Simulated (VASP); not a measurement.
# AlCo (P4/mmm) in VASP: single point with PBEsol

Aim: the single point of AlCo with PBEsol.

Everything below comes from runs of VASP 6.6.1. Logs are shortened: lines on timing, memory, paths and dates and some standing lists are left out, and cuts for length are marked.

### 1 The cell of the first run

It takes space group P4/mmm (No. 123, tetragonal). Conventional cell: a = 2.823 Å, b = 2.823 Å, c = 3.070 Å, α = 90.00°, β = 90.00°, γ = 90.00°. Al (site symmetry 4/mmm) has 8 Co at 2.52 Å and 6 Al at 2.82 to 3.07 Å within 3.3 Å. Within 3.3 Å of Co (site symmetry 4/mmm) lie 8 Al at 2.52 Å and 6 Co at 2.82 to 3.07 Å.

### 2 Single point, PBEsol (strain +0.0875 x Voigt [1, 0, 0, 0, 0, 0])

INCAR

```
PREC = Accurate
ENCUT = 520
EDIFF = 1E-7
ISMEAR = 0
SIGMA = 0.15
LREAL = False
LASPH = True
NELM = 80
ALGO = Fast
ISIF = 2
LWAVE = False
LCHARG = True
GGA = PS
LELF = True
LVHAR = True
NBANDS = 13
```

KPOINTS

```
regular mesh
0
Gamma
  22 22 22
```

POSCAR

```
AlCo
1.0
    3.0695617701      0.0000000000      0.0000000000
    0.0000000000      2.8225855357      0.0000000000
    0.0000000000      0.0000000000      2.8225855357
Al Co
1 1
Direct
    0.0000000000      0.0000000000      0.0000000000
    0.5000000000      0.5000000000      0.5000000000
```

Potentials or basis: VASP PAW PBE potentials, release 64 (Al, Co).

Run with:

```sh
$ cat potpaw_PBE.64/Al/POTCAR potpaw_PBE.64/Co/POTCAR > POTCAR
$ mpirun -np 1 vasp_std > vasp.out
```

OUTCAR:

```text
PREC = Accurate
   ENCUT = 520
   EDIFF = 1E-7
   ISMEAR = 0
   LREAL = False
   LASPH = True
   NELM = 80
   ISIF = 2
   GGA = PS

 ion  position               nearest neighbor table
   1  0.000  0.000  0.000-   2 2.52   2 2.52   2 2.52   2 2.52   2 2.52   2 2.52   2 2.52   2 2.52

   2  0.500  0.500  0.500-   1 2.52   1 2.52   1 2.52   1 2.52   1 2.52   1 2.52   1 2.52   1 2.52

  LATTYP: Found a simple tetragonal cell.
 ALAT       =     2.8225855357
 C/A-ratio  =     1.0875000000

  Lattice vectors:

 A1 = (   0.0000000000,   2.8225855357,   0.0000000000)
 A2 = (   0.0000000000,   0.0000000000,   2.8225855357)
 A3 = (   3.0695617701,   0.0000000000,   0.0000000000)

Analysis of symmetry for initial positions (statically):
=====================================================================
 Subroutine PRICEL returns:
 Original cell was already a primitive cell.

 Routine SETGRP: Setting up the symmetry group for a
 simple tetragonal supercell.

 Subroutine GETGRP returns: Found 16 space group operations
 (whereof 16 operations were pure point group operations)
 out of a pool of 16 trial point group operations.

The static configuration has the point symmetry D_4h.

Analysis of symmetry for dynamics (positions and initial velocities):
=====================================================================
 Subroutine PRICEL returns:
 Original cell was already a primitive cell.

 Routine SETGRP: Setting up the symmetry group for a
 simple tetragonal supercell.

 Subroutine GETGRP returns: Found 16 space group operations
 (whereof 16 operations were pure point group operations)
 out of a pool of 16 trial point group operations.

The dynamic configuration has the point symmetry D_4h.

 Subroutine INISYM returns: Found 16 space group operations
 (whereof 16 operations are pure point group operations),
 and found     1 'primitive' translations

----------------------------------------------------------------------------------------

                                     Primitive cell

  volume of cell :      24.4552

  direct lattice vectors                    reciprocal lattice vectors
     3.069561770  0.000000000  0.000000000     0.325779403  0.000000000  0.000000000
     0.000000000  2.822585536  0.000000000     0.000000000  0.354285100  0.000000000
     0.000000000  0.000000000  2.822585536     0.000000000  0.000000000  0.354285100

  length of vectors
     3.069561770  2.822585536  2.822585536     0.325779403  0.354285100  0.354285100

  position of ions in fractional coordinates (direct lattice)
     0.000000000  0.000000000  0.000000000
     0.500000000  0.500000000  0.500000000

  ion indices of the primitive-cell ions
   primitive index   ion index
                 1           1
                 2           2

----------------------------------------------------------------------------------------

 KPOINTS: regular mesh

Automatic generation of k-mesh.
 Grid dimensions read from file:
 generate k-points for:   22   22   22

 Generating k-lattice:

  Cartesian coordinates                     Fractional coordinates (reciprocal lattice)
     0.014808155  0.000000000  0.000000000     0.045454545  0.000000000  0.000000000
     0.000000000  0.016103868  0.000000000     0.000000000  0.045454545  0.000000000
     0.000000000  0.000000000  0.016103868     0.000000000  0.000000000  0.045454545

  Length of vectors
     0.014808155  0.016103868  0.016103868

  Shift w.r.t. Gamma in fractional coordinates (k-lattice)
     0.000000000  0.000000000  0.000000000

 Subroutine IBZKPT returns following result:
 ===========================================

 Found    936 irreducible k-points:

 Following reciprocal coordinates:
            Coordinates               Weight
  0.000000  0.000000  0.000000      1.000000
  0.045455  0.000000  0.000000      2.000000
  0.090909  0.000000  0.000000      2.000000
  0.136364  0.000000  0.000000      2.000000
  0.181818  0.000000  0.000000      2.000000
  0.227273  0.000000  0.000000      2.000000
[... 16 lines left out ...]
  0.454545  0.045455  0.000000      8.000000
  0.500000  0.045455  0.000000      4.000000
 [... further k-points ...]
   k-points           NKPTS =    936   k-points in BZ     NKDIM =    936   number of bands    NBANDS=     13
   number of dos      NEDOS =    301   number of ions     NIONS =      2
   total plane-waves  NPLWV =  13824
   dimension x,y,z NGX =    24 NGY =   24 NGZ =   24
   dimension x,y,z NGXF=    48 NGYF=   48 NGZF=   48
   ions per type =               1   1
   NGX,Y,Z   is equivalent  to a cutoff of  13.00, 14.14, 14.14 a.u.
   NGXF,Y,Z  is equivalent  to a cutoff of  26.00, 28.27, 28.27 a.u.
 SYSTEM =  unknown system
   PREC   = accura    normal or accurate (medium, high low for compatibility)
   ISTART =      0    job   : 0-new  1-cont  2-samecut
   ICHARG =      2    charge: 1-file 2-atom 10-const
   ISPIN  =      1    spin polarized calculation?
   LNONCOLLINEAR =      F non collinear calculations
   LSORBIT =      F    spin-orbit coupling
   LASPH  =      T    aspherical Exc in radial PAW
   ENCUT  =  520.0 eV  38.22 Ry    6.18 a.u.   5.71  5.25  5.25*2*pi/ulx,y,z
   NELM   =     80;   NELMIN=  2; NELMDL= -5     # of ELM steps
   EDIFF  = 0.1E-06   stopping-criterion for ELM
   LREAL  =      F    real-space projection
   EDIFFG = 0.1E-05   stopping-criterion for IOM
   NSW    =      0    number of steps for IOM
   IBRION =     -1    ionic relax: 0-MD 1-quasi-New 2-CG
   NFREE  =      0    steps in history (QN), initial steepest desc. (CG)
   ISIF   =      2    stress and relaxation
   ISYM   =      2    0-nonsym 1-usesym 2-fastsym
   POTIM  = 0.5000    time-step for ionic-motion
   TEBEG  =    0.0;   TEEND  =   0.0 temperature during run
   PSTRESS=    0.0 pullay stress
   NELECT =      12.0000    total number of electrons
   NUPDOWN=      -1.0000    fix difference up-down
   EMIN   =  10.00;   EMAX   =-10.00  energy-range for DOS
   EFERMI =   0.00;   METHOD = LEGACY
   ISMEAR =     0;   SIGMA  =   0.15  broadening in eV -4-tet -1-fermi 0-gaus
   EFERMI_NEDOS =   21; number of points for ismear=-14 and -15
   IALGO  =     68    algorithm
   IMIX   =      4    mixing-type and parameters
     AMIX     =   0.40;   BMIX     =  1.00
     AMIX_MAG =   1.60;   BMIX_MAG =  1.00
  volume/ion in A,a.u.               =      12.23        82.52
  Fermi-wavevector in a.u.,A,eV,Ry     =   1.291254  2.440116 22.685499  1.667337
  Thomas-Fermi vector in A             =   2.423035
   LORBIT       =      0    0 simple, 1 ext, 2 COOP (PROOUT), +10 PAW based schemes
   GGA     = PS    functional components
   LHFCALC =     F    Hartree Fock is set to
   AEXX    =    0.0000 exact exchange contribution
   IVDW    =     0    specifies the selected vdW correction
   LEPSILON=     F    determine dielectric tensor
   LRPA    =     F    only Hartree local field effects (RPA)
 non-spin polarized calculation
 RMM-DIIS sequential band-by-band and
 Gauss-broadening in eV      SIGMA  =   0.15
  energy-cutoff  :      520.00
  volume of cell :       24.46
 maximum number of plane-waves:       680
 NGX is ok and might be reduce to    24
   NGX = 11   NGY = 11   NGZ = 11

 number of electron      12.0000002 magnetization

 Free energy of the ion-electron system (eV)
  ---------------------------------------------------
  ext. energy  EPLUGINS =         0.00000000
  ---------------------------------------------------
  free energy    TOTEN  =       -12.96289740 eV

  energy without entropy =      -12.95092481  energy(sigma->0) =      -12.95691111

 E-fermi :   9.5701     XC(G=0): -12.1166

 val. band max:        9.5683140495   @ k =   0.5000   0.3636   0.1818
 cond. band min:       9.5706955488   @ k =   0.4091   0.1364   0.0455
 fundamental gap:      0.0023814993
 Fermi energy:         9.5701372505

 k-point     1 :       0.0000    0.0000    0.0000
  band No.  band energies     occupation
      1      -0.9775      2.00000
      2       6.9267      2.00000
      3       7.0515      2.00000
      4       8.9227      2.00000
      5       8.9227      2.00000
      6       9.1818      1.99975
      7      13.5805      0.00000
      8      16.4219      0.00000
      9      16.4219      0.00000
     10      17.6896      0.00000
     11      18.5413      0.00000
     12      24.1149      0.00000
     13      30.1486      0.00000

 k-point     2 :       0.0455    0.0000    0.0000
  band No.  band energies     occupation
      1      -0.9438      2.00000
      2       6.9135      2.00000
      3       7.0591      2.00000
      4       8.9090      2.00000
      5       8.9090      2.00000
      6       9.1830      1.99974
      7      13.3078      0.00000
      8      16.4675      0.00000
      9      16.4675      0.00000
     10      17.9944      0.00000
     11      18.5340      0.00000
     12      24.1736      0.00000
     13      29.7279      0.00000

 k-point     3 :       0.0909    0.0000    0.0000
  band No.  band energies     occupation
      1      -0.8428      2.00000
      2       6.8688      2.00000
      3       7.0813      2.00000
      4       8.8698      2.00000
      5       8.8698      2.00000
      6       9.1866      1.99970
      7      12.6694      0.00000
      8      16.6028      0.00000
      9      16.6028      0.00000
     10      18.5124      0.00000
     11      18.7258      0.00000
     12      24.3573      0.00000
     13      28.8601      0.00000

 k-point     4 :       0.1364    0.0000    0.0000
  band No.  band energies     occupation
      1      -0.6752      2.00000
      2       6.7776      2.00000
      3       7.1167      2.00000
      4       8.8094      2.00000
      5       8.8094      2.00000
      6       9.1922      1.99963
      7      11.9162      0.00000
      8      16.8234      0.00000
      9      16.8234      0.00000
     10      18.4774      0.00000
     11      19.6209      0.00000
     12      24.6891      0.00000
     13      27.8852      0.00000

 k-point     5 :       0.1818    0.0000    0.0000
  band No.  band energies     occupation
      1      -0.4420      2.00000
      2       6.6143      2.00000
      3       7.1627      2.00000
      4       8.7342      2.00000
      5       8.7342      2.00000
      6       9.1994      1.99953
      7      11.1908      0.00000
      8      17.1230      0.00000
      9      17.1230      0.00000
     10      18.4307      0.00000
     11      20.5202      0.00000
     12      25.2044      0.00000
     13      26.9008      0.00000
[... 257 lines left out ...]
 k-point    22 :       0.4091    0.0455    0.0000
  band No.  band energies     occupation
      1       1.6567      2.00000
      2       4.2465      2.00000
      3       7.4253      2.00000
      4       8.3560      2.00000
      5       8.3816      2.00000
      6       9.2204      1.99902
      7       9.5053      1.45889
      8      17.8130      0.00000
      9      19.6015      0.00000
     10      19.6195      0.00000
     11      22.1269      0.00000
     12      22.4720      0.00000
     13      23.7789      0.00000

 k-point    23 :       0.4545    0.0455    0.0000
  band No.  band energies     occupation
      1       2.1946      2.00000
      2       3.6285      2.00000
      3       7.4514      2.00000
      4       8.3273      2.00000
      5       8.3508      2.00000
      6       9.2241      1.99890
      7       9.4503      1.74136
      8      17.8825      0.00000
      9      20.0500      0.00000
     10      20.2599      0.00000
     11      21.4636      0.00000
     12      21.7025      0.00000
     13      24.1044      0.00000

 k-point    24 :       0.5000    0.0455    0.0000
  band No.  band energies     occupation
      1       2.5583      2.00000
      2       3.2364      2.00000
      3       7.4604      2.00000
      4       8.3175      2.00000
      5       8.3404      2.00000
      6       9.2253      1.99885
      7       9.4340      1.80066
      8      17.9021      0.00000
      9      20.3774      0.00000
     10      20.8399      0.00000
     11      21.0674      0.00000
     12      21.0797      0.00000
     13      24.2360      0.00000

 [... further k-points ...]

------------------------ aborting loop because EDIFF is reached ----------------------------------------

  FORCE on cell =-STRESS in cart. coord.  units (eV):
  Direction    XX          YY          ZZ          XY          YZ          ZX
  --------------------------------------------------------------------------------------
  -------------------------------------------------------------------------------------
  Total       -2.7361201     -1.5658049     -1.5658049      0.0000000      0.0000000     -0.0000000
  in kB     -179.2565943   -102.5835309   -102.5835309      0.0000000      0.0000000     -0.0000000
  external PRESSURE =    -128.1412187 kB  Pullay stress =       0.0000000 kB

 VOLUME and BASIS-vectors are now :
 -----------------------------------------------------------------------------
  energy-cutoff  :      520.00
  volume of cell :       24.46
      direct lattice vectors                 reciprocal lattice vectors
     3.069561770  0.000000000  0.000000000     0.325779403  0.000000000  0.000000000
     0.000000000  2.822585536  0.000000000     0.000000000  0.354285100  0.000000000
     0.000000000  0.000000000  2.822585536     0.000000000  0.000000000  0.354285100

 POSITION                                       TOTAL-FORCE (eV/Angst)
 -----------------------------------------------------------------------------------
      0.00000      0.00000      0.00000         0.000000      0.000000      0.000000
      1.53478      1.41129      1.41129         0.000000      0.000000      0.000000
 -----------------------------------------------------------------------------------
    total drift:                                0.000000     -0.000000     -0.000000

  FREE ENERGIE OF THE ION-ELECTRON SYSTEM (eV)
  ---------------------------------------------------
  free  energy   TOTEN  =       -12.9628974013 eV

  energy  without entropy=      -12.9509248094  energy(sigma->0) =      -12.95691111
```

Wall time 2.9 min (1 thread of Intel Xeon Platinum 8259CL at 2.50GHz (Skylake/Cascade Lake), shared host); peak memory 0.41 GiB.

Results:

```yaml
Free_energy: -12.9629 eV
Pressure: -12.8 GPa
Band_gap_on_the_k_mesh: zero (bands 6 and 7 overlap by 2.61 eV)
```

Caveat: the cell differs from its parent crystal (strain +0.0875 x Voigt [1, 0, 0, 0, 0, 0]); the cell stands under tension; the PAW data sets were made with another functional, which shifts forces and pressure a little; the run has no spin polarisation, though such a crystal can be magnetic. Spin polarisation is off, so any magnetic state and its effect on volume and gap are missing.
